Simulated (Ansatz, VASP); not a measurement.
**AlFe: VASP beside Ansatz**

The input INCAR:

```
SYSTEM = AlFe
PREC = Accurate
ENCUT = 520
EDIFF = 1E-6
ISMEAR = -1
SIGMA = 0.05
LREAL = .False.
LASPH = .True.
NELM = 150
ALGO = Normal
ISIF = 2
LWAVE = .False.
LCHARG = .False.
ISPIN = 2
MAGMOM = 3 0
LORBIT = 11
LMAXMIX = 4
NBANDS = 16
```

File KPOINTS:

```
regular mesh
0
Gamma
  9 9 9
  0 0 0
```

Contents of POSCAR:

```
AlFe
1.0
    2.8505955764      0.0000000000      0.0000000000
    0.0000000000      2.8505955764      0.0000000000
    0.0000000000      0.0000000000      2.8505955764
Fe Al
1 1
Direct
    0.5000000000      0.5000000000      0.5000000000
    0.0000000000      0.0000000000      0.0000000000
```

File input.yaml:

```yaml
crystal:
  lattice:
    - [2.8505955764, 0.0, 0.0]
    - [0.0, 2.8505955764, 0.0]
    - [0.0, 0.0, 2.8505955764]
  atoms:
    - { symbol: Fe, position: [0.5, 0.5, 0.5], spin: 3.0 }
    - { symbol: Al, position: [0.0, 0.0, 0.0] }
kpoints:
  mp_grid: { grid: [9, 9, 9] }
scf:
  occupations: { method: fermi_dirac, width: 0.05 }
hamiltonian:
  xc: lda
  pseudopotentials: { kind: all_electron, lapw: { basis_error: 0.001 } }
magnetization:
  spin_polarized: true
output:
  forces: true
  stress: true
  eigenvalues: true
```

Change from the starting cell: volume scaled by 0.94.

Alike in both runs: task single point; functional LDA; k mesh 9 × 9 × 9; occupations fermi-dirac, width 0.05 eV; collinear spin.

|  | VASP | Ansatz |
| --- | --- | --- |
| version | VASP 6.6.1 | Ansatz 0.2.0 |
| potentials or method | VASP PAW LDA potentials, release 64 (Fe, Al), cutoff 520 eV | all-electron LAPW, scalar-relativistic |

Ansatz gave:

```
gap on the k mesh at the Fermi level (eV)                     : none
pressure (GPa)                                                : -7.4
net moment per atom (μB)                                      : 0.27
size of the moment on the site where the two differ most (μB) : 0.57
```

Estimate VASP's values.

gap on the k mesh at the Fermi level (eV): none; pressure (GPa): -7.0; net moment per atom (μB): 0.24; size of the moment on the site where the two differ most (μB): 0.50.

LDA's correlation is that of Perdew and Zunger in VASP and of Perdew and Wang (1992) in Ansatz. Site moments also hang on the region over which each program counts them. A gap of «none» marks a metal or a gap that the smearing closes. Ansatz ran all-electron here, and VASP with PAW potentials.
